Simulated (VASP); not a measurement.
# LiBe4 in VASP: single point with PBE

Aim: the single point of LiBe4 with PBE.

Everything below comes from runs of VASP 6.6.1. Logs are shortened: lines on timing, memory, paths and dates and some standing lists are left out, and cuts for length are marked.

**1. The cell of the first run**

The typed cell holds 5 atoms: a = 3.969 Å, b = 3.969 Å, c = 4.718 Å, α = 90.00°, β = 90.00°, γ = 90.00°.

The cell was generated, and may not be a known phase.

**2. Single point, PBE**

Input file INCAR:

```
SYSTEM = LiBe4
PREC = Accurate
ENCUT = 750
EDIFF = 1E-6
ISMEAR = 0
SIGMA = 0.2
LREAL = .FALSE.
LASPH = .TRUE.
NELM = 120
ALGO = Normal
ISIF = 2
LWAVE = .FALSE.
LCHARG = .FALSE.
GGA = PE
NBANDS = 14
GGA_COMPAT = .FALSE.
```

Input file KPOINTS:

```
regular mesh
0
G
  5 5 4
  0 0 0
```

Input file POSCAR:

```
LiBe4
1.0
    3.9686704693      0.0000000000      0.0000000000
    0.0000000000      3.9686704693      0.0000000000
    0.0000000000      0.0000000000      4.7179467196
Li Be
1 4
Direct
    0.0000000000      0.0000000000      0.8494852979
    0.7503011610      0.7503011610      0.3495517605
    0.2496988390      0.2496988390      0.3495517605
    0.2496988390      0.7503011610      0.3495517605
    0.7503011610      0.2496988390      0.3495517605
```

Potentials or basis: VASP PAW PBE potentials, release 64 (Li_sv, Be).

The run is started by

```console
$ cat potpaw_PBE.64/Li_sv/POTCAR potpaw_PBE.64/Be/POTCAR > POTCAR
$ mpirun -np 1 vasp_std > vasp.out
```

OUTCAR:

```text
SYSTEM = LiBe4
   PREC = Accurate
   ENCUT = 750
   EDIFF = 1E-6
   ISMEAR = 0
   LREAL = .FALSE.
   LASPH = .TRUE.
   NELM = 120
   ISIF = 2
   GGA = PE

 ion  position               nearest neighbor table
   1  0.000  0.000  0.849-
   2  0.750  0.750  0.350-   4 1.98   5 1.98   5 1.99   4 1.99
   3  0.250  0.250  0.350-   4 1.98   5 1.98   5 1.99   4 1.99
   4  0.250  0.750  0.350-   2 1.98   3 1.98   2 1.99   3 1.99
   5  0.750  0.250  0.350-   2 1.98   3 1.98   2 1.99   3 1.99

  LATTYP: Found a simple tetragonal cell.
 ALAT       =     3.9686704693
 C/A-ratio  =     1.1887977992

  Lattice vectors:

 A1 = (   3.9686704693,   0.0000000000,   0.0000000000)
 A2 = (   0.0000000000,   3.9686704693,   0.0000000000)
 A3 = (   0.0000000000,   0.0000000000,   4.7179467196)

Analysis of symmetry for initial positions (statically):
=====================================================================
 Subroutine PRICEL returns:
 Original cell was already a primitive cell.

 Routine SETGRP: Setting up the symmetry group for a
 simple tetragonal supercell.

 Subroutine GETGRP returns: Found  8 space group operations
 (whereof  8 operations were pure point group operations)
 out of a pool of 16 trial point group operations.

The static configuration has the point symmetry C_4v.

Analysis of symmetry for dynamics (positions and initial velocities):
=====================================================================
 Subroutine PRICEL returns:
 Original cell was already a primitive cell.

 Routine SETGRP: Setting up the symmetry group for a
 simple tetragonal supercell.

 Subroutine GETGRP returns: Found  8 space group operations
 (whereof  8 operations were pure point group operations)
 out of a pool of 16 trial point group operations.

The dynamic configuration has the point symmetry C_4v.

 Subroutine INISYM returns: Found  8 space group operations
 (whereof  8 operations are pure point group operations),
 and found     1 'primitive' translations

----------------------------------------------------------------------------------------

                                     Primitive cell

  volume of cell :      74.3093

  direct lattice vectors                    reciprocal lattice vectors
     3.968670469  0.000000000  0.000000000     0.251973553  0.000000000  0.000000000
     0.000000000  3.968670469  0.000000000     0.000000000  0.251973553  0.000000000
     0.000000000  0.000000000  4.717946720     0.000000000  0.000000000  0.211956612

  length of vectors
     3.968670469  3.968670469  4.717946720     0.251973553  0.251973553  0.211956612

  position of ions in fractional coordinates (direct lattice)
     0.000000000  0.000000000  0.849485298
     0.750301161  0.750301161  0.349551760
     0.249698839  0.249698839  0.349551760
     0.249698839  0.750301161  0.349551760
     0.750301161  0.249698839  0.349551760

  ion indices of the primitive-cell ions
   primitive index   ion index
                 1           1
                 2           2
                 3           3
                 4           4
                 5           5

----------------------------------------------------------------------------------------

 KPOINTS: regular mesh

Automatic generation of k-mesh.
 Grid dimensions read from file:
 generate k-points for:    5    5    4

 Generating k-lattice:

  Cartesian coordinates                     Fractional coordinates (reciprocal lattice)
     0.050394711  0.000000000  0.000000000     0.200000000  0.000000000  0.000000000
     0.000000000  0.050394711  0.000000000     0.000000000  0.200000000  0.000000000
     0.000000000  0.000000000  0.052989153     0.000000000  0.000000000  0.250000000

  Length of vectors
     0.050394711  0.050394711  0.052989153

  Shift w.r.t. Gamma in fractional coordinates (k-lattice)
     0.000000000  0.000000000  0.000000000

 Subroutine IBZKPT returns following result:
 ===========================================

 Found     18 irreducible k-points:

 Following reciprocal coordinates:
            Coordinates               Weight
  0.000000  0.000000  0.000000      1.000000
  0.200000  0.000000  0.000000      4.000000
  0.400000  0.000000  0.000000      4.000000
  0.200000  0.200000  0.000000      4.000000
  0.400000  0.200000  0.000000      8.000000
  0.400000  0.400000  0.000000      4.000000
[... 10 lines left out ...]
  0.400000  0.200000  0.500000      8.000000
  0.400000  0.400000  0.500000      4.000000
   k-points           NKPTS =     18   k-points in BZ     NKDIM =     18   number of bands    NBANDS=     14
   number of dos      NEDOS =    301   number of ions     NIONS =      5
   total plane-waves  NPLWV =  54432
   dimension x,y,z NGX =    36 NGY =   36 NGZ =   42
   dimension x,y,z NGXF=    72 NGYF=   72 NGZF=   84
   ions per type =               1   4
   NGX,Y,Z   is equivalent  to a cutoff of  15.08, 15.08, 14.80 a.u.
   NGXF,Y,Z  is equivalent  to a cutoff of  30.16, 30.16, 29.60 a.u.
 SYSTEM =  LiBe4
   PREC   = accura    normal or accurate (medium, high low for compatibility)
   ISTART =      0    job   : 0-new  1-cont  2-samecut
   ICHARG =      2    charge: 1-file 2-atom 10-const
   ISPIN  =      1    spin polarized calculation?
   LNONCOLLINEAR =      F non collinear calculations
   LSORBIT =      F    spin-orbit coupling
   LASPH  =      T    aspherical Exc in radial PAW
   ENCUT  =  750.0 eV  55.12 Ry    7.42 a.u.   8.86  8.86 10.54*2*pi/ulx,y,z
   NELM   =    120;   NELMIN=  2; NELMDL= -5     # of ELM steps
   EDIFF  = 0.1E-05   stopping-criterion for ELM
   LREAL  =      F    real-space projection
   EDIFFG = 0.1E-04   stopping-criterion for IOM
   NSW    =      0    number of steps for IOM
   IBRION =     -1    ionic relax: 0-MD 1-quasi-New 2-CG
   NFREE  =      0    steps in history (QN), initial steepest desc. (CG)
   ISIF   =      2    stress and relaxation
   ISYM   =      2    0-nonsym 1-usesym 2-fastsym
   POTIM  = 0.5000    time-step for ionic-motion
   TEBEG  =    0.0;   TEEND  =   0.0 temperature during run
   PSTRESS=    0.0 pullay stress
   NELECT =      11.0000    total number of electrons
   NUPDOWN=      -1.0000    fix difference up-down
   EMIN   =  10.00;   EMAX   =-10.00  energy-range for DOS
   EFERMI =   0.00;   METHOD = LEGACY
   ISMEAR =     0;   SIGMA  =   0.20  broadening in eV -4-tet -1-fermi 0-gaus
   EFERMI_NEDOS =   21; number of points for ismear=-14 and -15
   IALGO  =     38    algorithm
   IMIX   =      4    mixing-type and parameters
     AMIX     =   0.40;   BMIX     =  1.00
     AMIX_MAG =   1.60;   BMIX_MAG =  1.00
  volume/ion in A,a.u.               =      14.86       100.29
  Fermi-wavevector in a.u.,A,eV,Ry     =   0.866014  1.636528 10.204090  0.749979
  Thomas-Fermi vector in A             =   1.984341
   LORBIT       =      0    0 simple, 1 ext, 2 COOP (PROOUT), +10 PAW based schemes
   GGA     = PE    functional components
   LHFCALC =     F    Hartree Fock is set to
   AEXX    =    0.0000 exact exchange contribution
   IVDW    =     0    specifies the selected vdW correction
   LEPSILON=     F    determine dielectric tensor
   LRPA    =     F    only Hartree local field effects (RPA)
 non-spin polarized calculation
 Gauss-broadening in eV      SIGMA  =   0.20
  energy-cutoff  :      750.00
  volume of cell :       74.31
 maximum number of plane-waves:      3485
 NGX is ok and might be reduce to    36
   NGX = 17   NGY = 17   NGZ = 21

 number of electron      10.9999997 magnetization

 Free energy of the ion-electron system (eV)
  ---------------------------------------------------
  ext. energy  EPLUGINS =         0.00000000
  ---------------------------------------------------
  free energy    TOTEN  =       -13.78934273 eV

  energy without entropy =      -13.77111673  energy(sigma->0) =      -13.78022973

 E-fermi :   1.7328     XC(G=0):  -7.9419

 val. band max:        1.6429101482   @ k =   0.4000   0.4000   0.2500
 cond. band min:       1.7358993635   @ k =   0.4000   0.2000   0.5000
 fundamental gap:      0.0929892152
 Fermi energy:         1.7327682179

 k-point     1 :       0.0000    0.0000    0.0000
  band No.  band energies     occupation
      1     -44.8051      2.00000
      2      -5.7311      2.00000
      3      -0.9039      2.00000
      4      -0.8272      2.00000
      5      -0.4375      2.00000
      6       4.0195      0.00000
      7       4.0195      0.00000
      8       4.1131      0.00000
      9       5.6952      0.00000
     10       5.6952      0.00000
     11       7.3965      0.00000
     12       7.3965      0.00000
     13       9.9747      0.00000
     14      11.3528      0.00000

 k-point     2 :       0.2000    0.0000    0.0000
  band No.  band energies     occupation
      1     -44.8050      2.00000
      2      -5.4612      2.00000
      3      -1.8230      2.00000
      4      -0.5115      2.00000
      5      -0.0766      2.00000
      6       4.1616      0.00000
      7       4.1709      0.00000
      8       4.4482      0.00000
      9       5.2851      0.00000
     10       5.3734      0.00000
     11       5.5958      0.00000
     12       7.7516      0.00000
     13       9.7097      0.00000
     14      10.9099      0.00000
[... 241 lines left out ...]
      1     -44.8048      2.00000
      2      -4.1826      2.00000
      3      -2.8660      2.00000
      4      -0.4312      2.00000
      5       0.0189      2.00000
      6       1.0947      1.99999
      7       1.7359      0.98234
      8       5.0922      0.00000
      9       6.5366      0.00000
     10       6.8705      0.00000
     11       6.9799      0.00000
     12       9.1138      0.00000
     13      10.0182      0.00000
     14      10.6329      0.00000

 k-point    18 :       0.4000    0.4000    0.5000
  band No.  band energies     occupation
      1     -44.8047      2.00000
      2      -3.3860      2.00000
      3      -2.0882      2.00000
      4      -1.9412      2.00000
      5      -0.6108      2.00000
      6       1.0503      2.00000
      7       2.4744      0.00000
      8       3.1236      0.00000
      9       4.6560      0.00000
     10       8.6372      0.00000
     11       9.3352      0.00000
     12       9.4332      0.00000
     13      10.8231      0.00000
     14      11.1779      0.00000

------------------------ aborting loop because EDIFF is reached ----------------------------------------

  FORCE on cell =-STRESS in cart. coord.  units (eV):
  Direction    XX          YY          ZZ          XY          YZ          ZX
  --------------------------------------------------------------------------------------
  -------------------------------------------------------------------------------------
  Total        0.0627266      0.0627266      0.0189606      0.0000000     -0.0000000      0.0000000
  in kB        1.3524445      1.3524445      0.4088092      0.0000000     -0.0000000      0.0000000
  external PRESSURE =       1.0378994 kB  Pullay stress =       0.0000000 kB

 VOLUME and BASIS-vectors are now :
 -----------------------------------------------------------------------------
  energy-cutoff  :      750.00
  volume of cell :       74.31
      direct lattice vectors                 reciprocal lattice vectors
     3.968670469  0.000000000  0.000000000     0.251973553  0.000000000  0.000000000
     0.000000000  3.968670469  0.000000000     0.000000000  0.251973553  0.000000000
     0.000000000  0.000000000  4.717946720     0.000000000  0.000000000  0.211956612

 POSITION                                       TOTAL-FORCE (eV/Angst)
 -----------------------------------------------------------------------------------
      0.00000      0.00000      4.00783         0.000000      0.000000      0.001259
      2.97770      2.97770      1.64917        -0.004694     -0.004694     -0.000315
      0.99097      0.99097      1.64917         0.004694      0.004694     -0.000315
      0.99097      2.97770      1.64917         0.004694     -0.004694     -0.000315
      2.97770      0.99097      1.64917        -0.004694      0.004694     -0.000315
 -----------------------------------------------------------------------------------
    total drift:                                0.000000     -0.000000      0.000326

  FREE ENERGIE OF THE ION-ELECTRON SYSTEM (eV)
  ---------------------------------------------------
  free  energy   TOTEN  =       -13.7893427289 eV

  energy  without entropy=      -13.7711167274  energy(sigma->0) =      -13.78022973
```

Wall time 36 s (1 thread of Intel Xeon 8259CL, shared host); peak memory 0.23 GiB.

Results:

```
Free energy            : -13.7893 eV
Pressure               : 0.1 GPa
Largest force          : 0.007 eV/Å
Band gap on the k mesh : zero (an odd number of electrons rules out a gap without spin polarisation)
```

Forces on the atoms (eV/Å):
```
Li   0.000  0.000  0.001
Be  -0.005 -0.005  0.000
Be   0.005  0.005  0.000
Be   0.005 -0.005  0.000
Be  -0.005  0.005  0.000
```

Stress tensor (GPa, compression positive):
```
0.14 0.00 0.00
0.00 0.14 0.00
0.00 0.00 0.04
```

The gap in the log of VASP goes by the Fermi energy; the results here count the filled bands.